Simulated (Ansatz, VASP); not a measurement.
**Sr in VASP and in Ansatz**

File POSCAR:

```
Sr
1.0
   -2.5076784663      2.5076784663      2.5076784663
    2.5076784663     -2.5076784663      2.5076784663
    2.5076784663      2.5076784663     -2.5076784663
Sr
1
Direct
    0.0000000000      0.0000000000      0.0000000000
```

The input INCAR.step1:

```
PREC = Accurate
ENCUT = 520
ISMEAR = -1
SIGMA = 0.1
LREAL = F
LASPH = T
NELM = 100
NBANDS = 11
GGA = PE
ALGO = Normal
EDIFF = 1E-4
LWAVE = T
LCHARG = F
```

Contents of INCAR.step2:

```
PREC = Accurate
ENCUT = 520
EDIFF = 1E-7
ISMEAR = -1
SIGMA = 0.1
LREAL = F
LASPH = T
NELM = 100
ALGO = Normal
ISIF = 2
LWAVE = F
LCHARG = T
METAGGA = R2SCAN
LMIXTAU = T
LELF = T
LVHAR = T
NBANDS = 11
ISTART = 1
```

Contents of KPOINTS:

```
Automatic mesh
0
Gamma
  10 10 10
```

Input for Ansatz:

```yaml
crystal:
  lattice:
    - [-2.5076784663, 2.5076784663, 2.5076784663]
    - [2.5076784663, -2.5076784663, 2.5076784663]
    - [2.5076784663, 2.5076784663, -2.5076784663]
  atoms:
    - { symbol: Sr, position: [0.0, 0.0, 0.0] }
hamiltonian:
  xc: r2scan
  pseudopotentials:
    kind: paw
    azcp:
      Sr: "pseudopotentials/Sr.paw.azcp"
basis:
  ecutwfc: 500
  fft_grid_basis: typed
kpoints:
  mp_grid: { grid: [10, 10, 10], shift: [0, 0, 0] }
magnetization:
  spin_polarized: false
scf:
  occupations: { method: fermi_dirac, width: 0.1 }
  lower_state_search: "off"
output:
  stress: true
```

Alike in both runs: task single point; functional r2SCAN; k mesh 10 × 10 × 10; occupations fermi-dirac, width 0.1 eV; no spin polarisation.

```csv
,VASP,Ansatz
version,VASP 6.6.1,Ansatz 0.2.0
potentials or method,"VASP PAW PBE potentials, release 64 (Sr_sv), cutoff 520 eV","plane waves (500 eV) with PAW, scalar-relativistic"
valence electrons in the cell,10,10
```

```tsv
	VASP	Ansatz	Ansatz less VASP
pressure (GPa)	-1.1	-1.1	-0.01
```

VASP's potentials were made for PBE, not for r2SCAN.
